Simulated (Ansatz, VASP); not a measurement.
## BN: VASP beside Ansatz

The input INCAR:

```
SYSTEM = BN
PREC = Accurate ; ENCUT = 520
EDIFF = 1E-7 ; ISMEAR = 0
SIGMA = 0.01 ; LREAL = .FALSE.
LASPH = .TRUE. ; NELM = 60
ALGO = Normal ; ISIF = 2
LWAVE = .FALSE. ; LCHARG = .TRUE.
GGA = PS ; LELF = .TRUE.
LVHAR = .TRUE. ; NBANDS = 11
```

File KPOINTS:

```
Automatic mesh
0
G
  14 14 14
  0 0 0
```

Contents of POSCAR:

```
BN
1.0
    0.0000000000      1.8075000000      1.8075000000
    1.8075000000      0.0000000000      1.8075000000
    1.8075000000      1.8075000000      0.0000000000
B N
1 1
Direct
    0.0000000000      0.0000000000      0.0000000000
    0.2500000000      0.2500000000      0.2500000000
```

Input for Ansatz:

```yaml
crystal:
  lattice:
    - [0.0, 1.8075, 1.8075]
    - [1.8075, 0.0, 1.8075]
    - [1.8075, 1.8075, 0.0]
  atoms:
    - { symbol: B, position: [0.0, 0.0, 0.0] }
    - { symbol: "N", position: [0.25, 0.25, 0.25] }
kpoints:
  mp_grid:
    grid: [14, 14, 14]
hamiltonian:
  xc: pbesol
scf:
  occupations:
    method: fixed
output:
  eigenvalues: true
```

Alike in both runs: task single point; functional PBEsol; k mesh 14 × 14 × 14; no spin polarisation.

```csv
,VASP,Ansatz
version,VASP 6.6.1,Ansatz 0.2.0
potentials or method,"VASP PAW PBE potentials, release 64 (B, N)","plane waves, PAW"
plane-wave cutoff (eV),520,420
occupations,"gaussian, width 0.01 eV",fixed
valence electrons in the cell,8,8
```

VASP gave:

| Property | Result |
| --- | --- |
| gap on the k mesh at the Fermi level (eV) | 4.28 |

Q: Estimate Ansatz's values.

A: gap on the k mesh at the Fermi level (eV): 4.29.

VASP's potentials were made for PBE, not for PBEsol.
